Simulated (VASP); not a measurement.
Runs of VASP 6.6.1 on La2O3. The structure is that of space group P6/mmm (No. 191), or close to it. The cells are those of the table. 

```tsv
task	cell	cutoff (eV)	gap on the mesh (eV)	pressure (GPa)	largest force (eV/Å)
single point	a = 6.148, b = 6.148, c = 3.230 Å, angles 90.0, 90.0, 120.0°, 5 atoms	520	(b)	3.8	-
relaxation of cell and atoms	relaxed to 6 GPa from a = 6.267, b = 6.267, c = 3.300 Å, angles 90.0, 90.0, 120.0°, 5 atoms	600	1.00	6.0	0.01
single point	a = 6.201, b = 6.201, c = 3.236 Å, angles 90.0, 90.0, 120.0°, 5 atoms	520	1.21	1.8	-
relaxation of cell and atoms	relaxed to 4 GPa from a = 6.267, b = 6.267, c = 3.300 Å, angles 90.0, 90.0, 120.0°, 5 atoms	600	(c)	4.0	0.03
single point	a = 6.097, b = 6.097, c = 3.224 Å, angles 90.0, 90.0, 120.0°, 5 atoms	520	1.01	(a)	-
relaxation of cell and atoms	relaxed to 8 GPa from a = 6.267, b = 6.267, c = 3.300 Å, angles 90.0, 90.0, 120.0°, 5 atoms	600	0.90	8.0	-
relaxation of cell and atoms	relaxed from a = 6.267, b = 6.267, c = 3.300 Å, angles 90.0, 90.0, 120.0°, 5 atoms	600	1.30	0.1	-
single point	a = 6.257, b = 6.257, c = 3.245 Å, angles 90.0, 90.0, 120.0°, 5 atoms	520	1.31	-0.2	-
single point	a = 6.048, b = 6.048, c = 3.220 Å, angles 90.0, 90.0, 120.0°, 5 atoms	520	0.91	(d)	-
relaxation of cell and atoms	relaxed to 2 GPa from a = 6.267, b = 6.267, c = 3.300 Å, angles 90.0, 90.0, 120.0°, 5 atoms	600	1.19	2.1	-
```

Alike in all rows: level PBEsol+D3(BJ); potentials or basis VASP PAW PBE potentials, release 64 (La, O); no spin polarisation; k mesh 3 × 3 × 6; smearing gaussian 0.01 eV.

Problem. Estimate the missing entries.

Solution. (a) 5.8; (b) 1.11; (c) 1.10; (d) 7.8.

Caveats: the PAW data sets were made with another functional, which shifts forces and pressure a little; spin-orbit coupling is left out, which moves the levels of the heavy elements; the cell is relaxed towards a set pressure, so the enthalpy falls and the energy may rise (some runs).

A k mesh can miss the band edges, and the runs leave out spin-orbit coupling on La.
